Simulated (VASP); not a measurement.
# Ta3N (C2/m) in VASP: single point with PBE

Aim: the single point of Ta3N with PBE.

Program: VASP 6.6.1. These are calculated values, not measurements. Logs are shortened: lines on timing, memory, paths and dates and some standing lists are left out, and cuts for length are marked.

### 1 The cell of the first run

Symmetry: C2/m, No. 12, monoclinic system. Conventional cell: a = 5.234 Å, b = 3.022 Å, c = 7.558 Å, α = 90.00°, β = 90.86°, γ = 90.00°. Ta (site symmetry 2/m) has 12 Ta at 3.01 to 3.04 Å and 2 N at 3.78 Å within 4.0 Å. Within 2.9 Å of Ta (site symmetry m) lie 3 N at 2.17 to 2.19 Å. Within 2.9 Å of N (site symmetry 2/m) lie 6 Ta at 2.17 to 2.19 Å.

### 2 Single point, PBE (strain -0.0150 x Voigt [0, 0, 0, 1, 0, 0])

INCAR

```
PREC     = Accurate       # precision mode
ENCUT    = 520            # plane-wave cutoff, eV
EDIFF    = 1E-6           # SCF threshold, eV
ISMEAR   = 0              # smearing method
SIGMA    = 0.15           # smearing width, eV
LREAL    = F              # projectors in reciprocal space
LASPH    = T              # aspherical terms in the spheres
NELM     = 100            # most SCF steps
ALGO     = Normal         # electronic algorithm
ISIF     = 2              # what is computed and relaxed
LWAVE    = F              # write WAVECAR
LCHARG   = F              # write CHGCAR
GGA      = PE             # functional
NBANDS   = 27             # bands
```

KPOINTS

```
Automatic mesh
0
Gamma
  18 18 6
```

POSCAR

```
Ta3N
1.0
    3.0217748255      0.0000000000      0.0000000000
   -1.5108874128      2.6169337634     -0.0196270032
    0.0000000000     -0.0566819114      7.5575881873
Ta N
3 1
Direct
    0.0000000000      0.0000000000      0.5000000000
    0.3333333333      0.6666666667      0.1735950547
    0.6666666667      0.3333333333      0.8264049453
    0.0000000000      0.0000000000      0.0000000000
```

Potentials or basis: VASP PAW PBE potentials, release 64 (Ta_pv, N).

Command:

```bash
$ cat potpaw_PBE.64/Ta_pv/POTCAR potpaw_PBE.64/N/POTCAR > POTCAR
$ mpirun -np 1 vasp_std > vasp.out
```

OUTCAR:

```text
PREC = Accurate
   ENCUT = 520
   EDIFF = 1E-6
   ISMEAR = 0
   LREAL = F
   LASPH = T
   NELM = 100
   ISIF = 2
   GGA = PE

 ion  position               nearest neighbor table
   1  0.000  0.000  0.500-   2 3.01   3 3.01   3 3.01   2 3.01   3 3.04   2 3.04
   2  0.333  0.667  0.174-   4 2.17   4 2.19   4 2.19   1 3.01   1 3.01   1 3.04   3 3.14   3 3.14
                             3 3.17
   3  0.667  0.333  0.826-   4 2.17   4 2.19   4 2.19   1 3.01   1 3.01   1 3.04   2 3.14   2 3.14
                             2 3.17
   4  0.000  0.000  0.000-   2 2.17   3 2.17   3 2.19   2 2.19   3 2.19   2 2.19

  LATTYP: Found a base centered monoclinic cell.
 ALAT       =     5.2340147273
 B/A-ratio  =     0.5773340319
 C/A-ratio  =     1.4439777370
 COS(beta)  =    -0.0149991563

  Lattice vectors:

 A1 = (   1.5108874127,   2.6169337634,  -0.0196270032)
 A2 = (  -1.5108874128,   2.6169337634,  -0.0196270032)
 A3 = (   0.0000000000,  -0.0566819114,   7.5575881873)

Analysis of symmetry for initial positions (statically):
=====================================================================
 Subroutine PRICEL returns:
 Original cell was already a primitive cell.

 Routine SETGRP: Setting up the symmetry group for a
 base centered monoclinic supercell.

 Subroutine GETGRP returns: Found  4 space group operations
 (whereof  4 operations were pure point group operations)
 out of a pool of  4 trial point group operations.

The static configuration has the point symmetry C_2h.

Analysis of symmetry for dynamics (positions and initial velocities):
=====================================================================
 Subroutine PRICEL returns:
 Original cell was already a primitive cell.

 Routine SETGRP: Setting up the symmetry group for a
 base centered monoclinic supercell.

 Subroutine GETGRP returns: Found  4 space group operations
 (whereof  4 operations were pure point group operations)
 out of a pool of  4 trial point group operations.

The dynamic configuration has the point symmetry C_2h.

 Subroutine INISYM returns: Found  4 space group operations
 (whereof  4 operations are pure point group operations),
 and found     1 'primitive' translations

----------------------------------------------------------------------------------------

                                     Primitive cell

[... 86 lines left out ...]
   ISTART =      0    job   : 0-new  1-cont  2-samecut
   ICHARG =      2    charge: 1-file 2-atom 10-const
   ISPIN  =      1    spin polarized calculation?
   LNONCOLLINEAR =      F non collinear calculations
   LSORBIT =      F    spin-orbit coupling
   LASPH  =      T    aspherical Exc in radial PAW
   ENCUT  =  520.0 eV  38.22 Ry    6.18 a.u.   5.62  5.62 14.05*2*pi/ulx,y,z
   NELM   =    100;   NELMIN=  2; NELMDL= -5     # of ELM steps
   EDIFF  = 0.1E-05   stopping-criterion for ELM
   LREAL  =      F    real-space projection
   EDIFFG = 0.1E-04   stopping-criterion for IOM
   NSW    =      0    number of steps for IOM
   IBRION =     -1    ionic relax: 0-MD 1-quasi-New 2-CG
   NFREE  =      0    steps in history (QN), initial steepest desc. (CG)
   ISIF   =      2    stress and relaxation
   ISYM   =      2    0-nonsym 1-usesym 2-fastsym
   POTIM  = 0.5000    time-step for ionic-motion
   TEBEG  =    0.0;   TEEND  =   0.0 temperature during run
   PSTRESS=    0.0 pullay stress
   NELECT =      38.0000    total number of electrons
   NUPDOWN=      -1.0000    fix difference up-down
   EMIN   =  10.00;   EMAX   =-10.00  energy-range for DOS
   EFERMI =   0.00;   METHOD = LEGACY
   ISMEAR =     0;   SIGMA  =   0.15  broadening in eV -4-tet -1-fermi 0-gaus
   EFERMI_NEDOS =   21; number of points for ismear=-14 and -15
   IALGO  =     38    algorithm
   IMIX   =      4    mixing-type and parameters
     AMIX     =   0.40;   BMIX     =  1.00
     AMIX_MAG =   1.60;   BMIX_MAG =  1.00
  volume/ion in A,a.u.               =      14.94       100.82
  Fermi-wavevector in a.u.,A,eV,Ry     =   1.407769  2.660298 26.964222  1.981814
  Thomas-Fermi vector in A             =   2.529995
   LORBIT       =      0    0 simple, 1 ext, 2 COOP (PROOUT), +10 PAW based schemes
   GGA     = PE    functional components
   LHFCALC =     F    Hartree Fock is set to
   AEXX    =    0.0000 exact exchange contribution
   IVDW    =     0    specifies the selected vdW correction
   LEPSILON=     F    determine dielectric tensor
   LRPA    =     F    only Hartree local field effects (RPA)
 non-spin polarized calculation
 Gauss-broadening in eV      SIGMA  =   0.15
  energy-cutoff  :      520.00
  volume of cell :       59.76
 maximum number of plane-waves:      1635
   NGX = 11   NGY = 11   NGZ = 29

 number of electron      37.9999998 magnetization

 Free energy of the ion-electron system (eV)
  ---------------------------------------------------
  ext. energy  EPLUGINS =         0.00000000
  ---------------------------------------------------
  free energy    TOTEN  =       -45.63038088 eV

  energy without entropy =      -45.59299329  energy(sigma->0) =      -45.61168708

 E-fermi :   6.6506     XC(G=0): -12.6996

 val. band max:        6.6503211676   @ k =   0.0000  -0.1111   0.3333
 cond. band min:       6.6507908733   @ k =   0.3889   0.3889   0.1667
 fundamental gap:      0.0004697057
 Fermi energy:         6.6506324510

 k-point     1 :       0.0000    0.0000    0.0000
  band No.  band energies     occupation
      1     -28.5229      2.00000
      2     -28.2273      2.00000
      3     -27.8898      2.00000
      4     -27.8886      2.00000
      5     -27.8655      2.00000
      6     -27.8561      2.00000
[... 709 lines left out ...]
     26      10.4047      0.00000
     27      11.0985      0.00000

 [... further k-points ...]
[... 5 lines left out ...]
  --------------------------------------------------------------------------------------
  -------------------------------------------------------------------------------------
  Total        0.1865214      0.0535836      0.1484668     -0.0000000     -0.0898627      0.0000000
  in kB        5.0006411      1.4365764      3.9803958     -0.0000000     -2.4092208      0.0000000
  external PRESSURE =       3.4725378 kB  Pullay stress =       0.0000000 kB

 VOLUME and BASIS-vectors are now :
 -----------------------------------------------------------------------------
  energy-cutoff  :      520.00
  volume of cell :       59.76
      direct lattice vectors                 reciprocal lattice vectors
     3.021774826  0.000000000  0.000000000     0.330931343  0.191074048  0.001433055
    -1.510887413  2.616933763 -0.019627003     0.000000000  0.382148095  0.002866111
     0.000000000 -0.056681911  7.557588187     0.000000000  0.000992436  0.132324788

 POSITION                                       TOTAL-FORCE (eV/Angst)
 -----------------------------------------------------------------------------------
      0.00000     -0.02834      3.77879         0.000000     -0.000000      0.000000
     -0.00000      1.73478      1.29888        -0.000000      0.101021      0.051571
      1.51089      0.82547      6.23909         0.000000     -0.101021     -0.051571
      0.00000      0.00000      0.00000        -0.000000      0.000000      0.000000
 -----------------------------------------------------------------------------------
    total drift:                                0.000000     -0.000000     -0.000000

  FREE ENERGIE OF THE ION-ELECTRON SYSTEM (eV)
  ---------------------------------------------------
  free  energy   TOTEN  =       -45.6303808811 eV

  energy  without entropy=      -45.5929932878  energy(sigma->0) =      -45.61168708
```

OSZICAR:

```text
N       E                     dE             d eps       ncg     rms          rms(c)
DAV:   1     0.336173901743E+03    0.33617E+03   -0.21205E+04 28296   0.147E+03
DAV:   2    -0.335330497728E+02   -0.36971E+03   -0.36147E+03 32101   0.426E+02
DAV:   3    -0.492912684484E+02   -0.15758E+02   -0.15452E+02 36122   0.808E+01
DAV:   4    -0.495381551640E+02   -0.24689E+00   -0.24542E+00 35803   0.987E+00
DAV:   5    -0.495414136415E+02   -0.32585E-02   -0.32535E-02 36801   0.101E+00    0.290E+01
DAV:   6    -0.460955804850E+02    0.34458E+01   -0.15813E+01 36343   0.233E+01    0.136E+01
DAV:   7    -0.457091234718E+02    0.38646E+00   -0.21093E+00 35327   0.877E+00    0.608E+00
DAV:   8    -0.457033713237E+02    0.57521E-02   -0.12027E+00 37650   0.518E+00    0.152E+00
DAV:   9    -0.456332865786E+02    0.70085E-01   -0.58586E-01 36569   0.500E+00    0.592E-01
DAV:  10    -0.456306845622E+02    0.26020E-02   -0.31229E-02 35932   0.951E-01    0.214E-01
DAV:  11    -0.456303785793E+02    0.30598E-03   -0.29377E-03 38369   0.352E-01    0.706E-02
DAV:  12    -0.456303839797E+02   -0.54003E-05   -0.23833E-04 35798   0.105E-01    0.261E-02
DAV:  13    -0.456303816953E+02    0.22844E-05   -0.19838E-05 37134   0.250E-02    0.872E-03
DAV:  14    -0.456303808811E+02    0.81419E-06   -0.34517E-06 25934   0.100E-02
   1 F= -.45630381E+02 E0= -.45611687E+02  d E =-.373876E-01
```

Run time: 14 min. Hardware: 1 thread of Oxide Virtual Turin-like, shared host; peak memory 0.69 GiB.

Results:

```yaml
Free_energy: -45.6304 eV
Pressure: 0.3 GPa
Largest_force: 0.113 eV/Å
Band_gap_on_the_k_mesh: zero (band 19 reaches 7.12 eV, above the bottom of band 20 at 6.33 eV)
```

Forces on the atoms (eV/Å):
```
Ta   0.000  0.000  0.000
Ta   0.000  0.101  0.052
Ta   0.000 -0.101 -0.052
N    0.000  0.000  0.000
```

Caveat: the cell differs from its parent crystal (strain -0.0150 x Voigt [0, 0, 0, 1, 0, 0]); spin-orbit coupling is left out, which moves the levels of the heavy elements.
